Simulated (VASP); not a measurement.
# ScF5 (P6/mmm) in VASP: relaxation of cell and atoms with PBE

Aim: the relaxation of cell and atoms of ScF5 with PBE.

Program: VASP 6.6.1. These are calculated values, not measurements. Logs are shortened: lines on timing, memory, paths and dates and some standing lists are left out, and cuts for length are marked.

### Step 1. The cell of the first run

The structure is hexagonal, space group P6/mmm (No. 191). Conventional cell: a = 4.997 Å, b = 4.997 Å, c = 3.824 Å, α = 90.00°, β = 90.00°, γ = 120.00°. Within 3.9 Å of Sc (site symmetry 6/mmm) lie 18 F at 2.88 to 3.15 Å and 2 Sc at 3.82 Å. F (site symmetry mmm) has 8 F at 2.40 to 2.50 Å and 4 Sc at 3.15 Å within 3.2 Å. F (site symmetry -6m2) has 9 F at 2.40 to 2.88 Å and 3 Sc at 2.88 Å within 3.2 Å.

The cell was generated, and may not be a known phase.

### Step 2. Relaxation of cell and atoms, PBE, collinear spin

File INCAR:

```
  PREC = Accurate
  ENCUT = 600
  EDIFF = 1E-6
  ISMEAR = 0
  SIGMA = 0.1
  LREAL = F
  LASPH = T
  NELM = 150
  ALGO = Normal
  ISIF = 3
  LWAVE = F
  LCHARG = F
  ISPIN = 2
  MAGMOM = 0 1 1 1 1 1
  LORBIT = 11
  LMAXMIX = 4
  GGA = PE
  IBRION = 2
  NSW = 90
  EDIFFG = -0.04
```

File KPOINTS:

```
regular mesh
0
Gamma
  6 6 4
```

File POSCAR:

```
ScF5
1.0
    4.9966917800      0.0000000000      0.0000000000
   -2.4983458900      4.3272620100      0.0000000000
    0.0000000000      0.0000000000      3.8239483300
Sc F
1 5
Direct
    0.0000000000      0.0000000000      0.0000000000
    0.5000000000      0.5000000000      0.5000000000
    0.6666666700      0.3333333300      0.0000000000
    0.0000000000      0.5000000000      0.5000000000
    0.3333333300      0.6666666700      0.0000000000
    0.5000000000      0.0000000000      0.5000000000
```

Potentials or basis: VASP PAW PBE potentials, release 64 (Sc_sv, F).

The run is started by

```bash
$ cat potpaw_PBE.64/Sc_sv/POTCAR potpaw_PBE.64/F/POTCAR > POTCAR
$ mpirun -np 1 vasp_std > vasp.out
```

OUTCAR:

```text
PREC = Accurate
   ENCUT = 600
   EDIFF = 1E-6
   ISMEAR = 0
   LREAL = F
   LASPH = T
   NELM = 150
   ISIF = 3
   ISPIN = 2
   LORBIT = 11
   GGA = PE
   IBRION = 2
   NSW = 90
   EDIFFG = -0.04

 ion  position               nearest neighbor table
   1  0.000  0.000  0.000-
   2  0.500  0.500  0.500-
   3  0.667  0.333  0.000-
   4  0.000  0.500  0.500-
   5  0.333  0.667  0.000-
   6  0.500  0.000  0.500-

  LATTYP: Found a hexagonal cell.
 ALAT       =     4.9966917800
 C/A-ratio  =     0.7652960195

  Lattice vectors:

 A1 = (   4.9966917800,   0.0000000000,   0.0000000000)
 A2 = (  -2.4983458900,   4.3272620100,   0.0000000000)
 A3 = (   0.0000000000,   0.0000000000,   3.8239483300)

Analysis of symmetry for initial positions (statically):
=====================================================================
 Subroutine PRICEL returns:
 Original cell was already a primitive cell.

 Routine SETGRP: Setting up the symmetry group for a
 hexagonal supercell.

 Subroutine GETGRP returns: Found 24 space group operations
 (whereof 24 operations were pure point group operations)
 out of a pool of 24 trial point group operations.

The static configuration has the point symmetry D_6h.

Analysis of symmetry for dynamics (positions and initial velocities):
=====================================================================
 Subroutine PRICEL returns:
 Original cell was already a primitive cell.

 Routine SETGRP: Setting up the symmetry group for a
 hexagonal supercell.

 Subroutine GETGRP returns: Found 24 space group operations
 (whereof 24 operations were pure point group operations)
 out of a pool of 24 trial point group operations.

The dynamic configuration has the point symmetry D_6h.

Analysis of structural, dynamic, and magnetic symmetry:
=====================================================================
 Subroutine PRICEL returns:
 Original cell was already a primitive cell.

 Routine SETGRP: Setting up the symmetry group for a
 hexagonal supercell.

 Subroutine GETGRP returns: Found 24 space group operations
 (whereof 24 operations were pure point group operations)
 out of a pool of 24 trial point group operations.

The overall configuration has the point symmetry D_6h.

 Subroutine INISYM returns: Found 24 space group operations
 (whereof 24 operations are pure point group operations),
 and found     1 'primitive' translations

----------------------------------------------------------------------------------------

                                     Primitive cell

  volume of cell :      82.6814

  direct lattice vectors                    reciprocal lattice vectors
     4.996691780  0.000000000  0.000000000     0.200132416  0.115546505  0.000000000
    -2.498345890  4.327262010  0.000000000     0.000000000  0.231093009  0.000000000
     0.000000000  0.000000000  3.823948330     0.000000000  0.000000000  0.261509810

  length of vectors
     4.996691780  4.996691774  3.823948330     0.231093009  0.231093009  0.261509810

  position of ions in fractional coordinates (direct lattice)
     0.000000000  0.000000000  0.000000000
     0.500000000  0.500000000  0.500000000
     0.666666670  0.333333330  0.000000000
     0.000000000  0.500000000  0.500000000
     0.333333330  0.666666670  0.000000000
     0.500000000  0.000000000  0.500000000

  ion indices of the primitive-cell ions
   primitive index   ion index
                 1           1
                 2           2
                 3           3
                 4           4
                 5           5
                 6           6

----------------------------------------------------------------------------------------

 KPOINTS: regular mesh

Automatic generation of k-mesh.
 Grid dimensions read from file:
 generate k-points for:    6    6    4

 Generating k-lattice:

  Cartesian coordinates                     Fractional coordinates (reciprocal lattice)
     0.033355403  0.019257751  0.000000000     0.166666667  0.000000000  0.000000000
     0.000000000  0.038515502  0.000000000     0.000000000  0.166666667  0.000000000
     0.000000000  0.000000000  0.065377452     0.000000000  0.000000000  0.250000000

  Length of vectors
     0.038515502  0.038515502  0.065377452

  Shift w.r.t. Gamma in fractional coordinates (k-lattice)
     0.000000000  0.000000000  0.000000000

 Subroutine IBZKPT returns following result:
 ===========================================

 Found     21 irreducible k-points:

 Following reciprocal coordinates:
            Coordinates               Weight
  0.000000  0.000000  0.000000      1.000000
  0.166667 -0.000000  0.000000      6.000000
  0.333333  0.000000  0.000000      6.000000
  0.500000 -0.000000  0.000000      3.000000
  0.166667  0.166667  0.000000      6.000000
  0.333333  0.166667  0.000000     12.000000
[... 13 lines left out ...]
  0.333333  0.166667  0.500000     12.000000
  0.333333  0.333333  0.500000      2.000000
   k-points           NKPTS =     21   k-points in BZ     NKDIM =     21   number of bands    NBANDS=     30
   number of dos      NEDOS =    301   number of ions     NIONS =      6
   total plane-waves  NPLWV =  51200
   dimension x,y,z NGX =    40 NGY =   40 NGZ =   32
   dimension x,y,z NGXF=    80 NGYF=   80 NGZF=   64
   ions per type =               1   5
   NGX,Y,Z   is equivalent  to a cutoff of  13.31, 13.31, 13.91 a.u.
   NGXF,Y,Z  is equivalent  to a cutoff of  26.62, 26.62, 27.82 a.u.
 SYSTEM =  unknown system
   PREC   = accura    normal or accurate (medium, high low for compatibility)
   ISTART =      0    job   : 0-new  1-cont  2-samecut
   ICHARG =      2    charge: 1-file 2-atom 10-const
   ISPIN  =      2    spin polarized calculation?
   LNONCOLLINEAR =      F non collinear calculations
   LSORBIT =      F    spin-orbit coupling
   LASPH  =      T    aspherical Exc in radial PAW
   ENCUT  =  600.0 eV  44.10 Ry    6.64 a.u.   9.98  9.98  7.64*2*pi/ulx,y,z
   NELM   =    150;   NELMIN=  2; NELMDL= -5     # of ELM steps
   EDIFF  = 0.1E-05   stopping-criterion for ELM
   LREAL  =      F    real-space projection
   EDIFFG = -.4E-01   stopping-criterion for IOM
   NSW    =     90    number of steps for IOM
   IBRION =      2    ionic relax: 0-MD 1-quasi-New 2-CG
   NFREE  =      1    steps in history (QN), initial steepest desc. (CG)
   ISIF   =      3    stress and relaxation
   ISYM   =      2    0-nonsym 1-usesym 2-fastsym
   POTIM  = 0.5000    time-step for ionic-motion
   TEBEG  =    0.0;   TEEND  =   0.0 temperature during run
   PSTRESS=    0.0 pullay stress
   NELECT =      46.0000    total number of electrons
   NUPDOWN=      -1.0000    fix difference up-down
   EMIN   =  10.00;   EMAX   =-10.00  energy-range for DOS
   EFERMI =   0.00;   METHOD = LEGACY
   ISMEAR =     0;   SIGMA  =   0.10  broadening in eV -4-tet -1-fermi 0-gaus
   EFERMI_NEDOS =   21; number of points for ismear=-14 and -15
   IALGO  =     38    algorithm
   IMIX   =      4    mixing-type and parameters
     AMIX     =   0.40;   BMIX     =  1.00
     AMIX_MAG =   1.60;   BMIX_MAG =  1.00
  volume/ion in A,a.u.               =      13.78        92.99
  Fermi-wavevector in a.u.,A,eV,Ry     =   1.346454  2.544429 24.666524  1.812938
  Thomas-Fermi vector in A             =   2.474285
   LORBIT       =     11    0 simple, 1 ext, 2 COOP (PROOUT), +10 PAW based schemes
   GGA     = PE    functional components
   LHFCALC =     F    Hartree Fock is set to
   AEXX    =    0.0000 exact exchange contribution
   IVDW    =     0    specifies the selected vdW correction
   LEPSILON=     F    determine dielectric tensor
   LRPA    =     F    only Hartree local field effects (RPA)
 conjugate gradient relaxation of ions
 spin polarized calculation
 Gauss-broadening in eV      SIGMA  =   0.10
  energy-cutoff  :      600.00
  volume of cell :       82.68
 maximum number of plane-waves:      2780
 NGX is ok and might be reduce to    40
   NGX = 19   NGY = 19   NGZ = 15

--------------------------------------- Ionic step        1  -------------------------------------------

 number of electron      46.0000010 magnetization       2.2285612

 Free energy of the ion-electron system (eV)
  ---------------------------------------------------
  ext. energy  EPLUGINS =         0.00000000
  ---------------------------------------------------
  free energy    TOTEN  =       -21.03348190 eV

  energy without entropy =      -20.99664706  energy(sigma->0) =      -21.01506448

 E-fermi :  -0.3662     XC(G=0):  -9.4079

 val. band max:       -0.3665014816   @ k =   0.5000  -0.0000   0.5000
 cond. band min:      -0.3659459720   @ k =   0.3333   0.0000   0.0000
 fundamental gap:      0.0005555095
 Fermi energy:        -0.3662064251

 spin component 1

 k-point     1 :       0.0000    0.0000    0.0000
  band No.  band energies     occupation
      1     -52.6891      1.00000
      2     -31.1654      1.00000
      3     -31.0901      1.00000
      4     -31.0901      1.00000
      5     -22.5503      1.00000
      6     -21.4061      1.00000
[... 1493 lines left out ...]
  FREE ENERGIE OF THE ION-ELECTRON SYSTEM (eV)
  ---------------------------------------------------
  free  energy   TOTEN  =       -13.4758492016 eV

  energy  without entropy=      -13.4619855873  energy(sigma->0) =      -13.46891739

[... ionic steps 4 to 8 ...]

--------------------------------------- Ionic step        9  -------------------------------------------

 number of electron      46.0000046 magnetization       0.8436086

 E-fermi :   2.8665     XC(G=0): -11.2625

 val. band max:        2.8176897010   @ k =   0.1667  -0.0000   0.0000
 cond. band min:       2.8743471846   @ k =   0.1667   0.1667   0.5000
 fundamental gap:      0.0566574836
 Fermi energy:         2.8664594422

 spin component 1

 k-point     1 :       0.0000    0.0000    0.0000
  band No.  band energies     occupation
      1     -47.8901      1.00000
      2     -26.5724      1.00000
      3     -26.2543      1.00000
      4     -26.2543      1.00000
      5     -22.2071      1.00000
      6     -20.4760      1.00000
[... 1455 lines left out ...]
  energy  without entropy=      -25.8877224289  energy(sigma->0) =      -25.89077658

--------------------------------------- Ionic step       11  -------------------------------------------

 number of electron      45.9999950 magnetization       1.0850929

 Free energy of the ion-electron system (eV)
  ---------------------------------------------------
  ext. energy  EPLUGINS =         0.00000000
  ---------------------------------------------------
  free energy    TOTEN  =       -25.89588838 eV

  energy without entropy =      -25.88986969  energy(sigma->0) =      -25.89287904

 E-fermi :   1.4576     XC(G=0): -10.4224

 val. band max:        1.3447182295   @ k =   0.1667   0.1667   0.0000
 cond. band min:       1.5552287631   @ k =   0.5000  -0.0000   0.0000
 fundamental gap:      0.2105105336
 Fermi energy:         1.4575674372

 spin component 1

 k-point     1 :       0.0000    0.0000    0.0000
  band No.  band energies     occupation
      1     -49.8889      1.00000
      2     -28.5410      1.00000
      3     -28.2194      1.00000
      4     -28.2194      1.00000
      5     -22.5153      1.00000
      6     -21.4301      1.00000
[... 1411 lines left out ...]
  FREE ENERGIE OF THE ION-ELECTRON SYSTEM (eV)
  ---------------------------------------------------
  free  energy   TOTEN  =       -25.8958883843 eV

  energy  without entropy=      -25.8898696944  energy(sigma->0) =      -25.89287904

 reached required accuracy - stopping structural energy minimisation

 total charge

# of ion       s       p       d       tot
------------------------------------------
    1        2.098   6.071   0.604   8.772
    2        1.774   4.145   0.000   5.919
    3        1.743   4.349   0.000   6.091
    4        1.774   4.145   0.000   5.919
    5        1.743   4.349   0.000   6.091
    6        1.774   4.145   0.000   5.919
--------------------------------------------------
tot         10.904  27.204   0.604  38.712

 magnetization (x)

# of ion       s       p       d       tot
------------------------------------------
    1       -0.001  -0.001  -0.006  -0.007
    2        0.003   0.351   0.000   0.353
    3       -0.000  -0.001   0.000  -0.001
    4        0.003   0.351   0.000   0.353
    5       -0.000  -0.001   0.000  -0.001
    6        0.003   0.351   0.000   0.353
--------------------------------------------------
tot          0.008   1.050  -0.006   1.051
```

Run time: 11 min. Hardware: 1 thread of Intel Xeon 6975P-C (Granite Rapids), shared host; peak memory 0.34 GiB.

Results:

```yaml
Free_energy: -25.8959 eV
Relaxed_volume: 10.88 Å³/atom
Relaxed_cell: a = 3.980 Å, b = 3.980 Å, c = 4.759 Å, α = 90.00°, β = 90.00°, γ = 120.00°
Space_group_after_relaxing_to_0.1_Å: P6/mmm (No. 191)
Pressure_after_relaxing: -0.2 GPa
Net_moment: 1.09 μB per cell
Site_moments: Sc -0.01; F +0.35, -0.00 (each value once) μB
Valence_electrons_inside_the_program's_atomic_spheres: Sc 8.77; F 5.92, 6.09 (each value once)
```

Final structure:
```xyz
6
Lattice="3.9798 0.0000 0.0000 -1.9899 3.4466 0.0000 0.0000 0.0000 4.7595" Properties=species:S:1:pos:R:3 pbc="T T T"
Sc    0.0000    0.0000    0.0000
F     0.9950    1.7233    2.3797
F     1.9899    1.1489    0.0000
F    -0.9950    1.7233    2.3797
F     0.0000    2.2978    0.0000
F     1.9899    0.0000    2.3797
```

Caveat: the k points lie up to 0.33 Å⁻¹ apart in the final cell; the volume moved by over 15 % at a fixed basis, so the end points are rough; a moment this small can come from the mesh or the smearing.
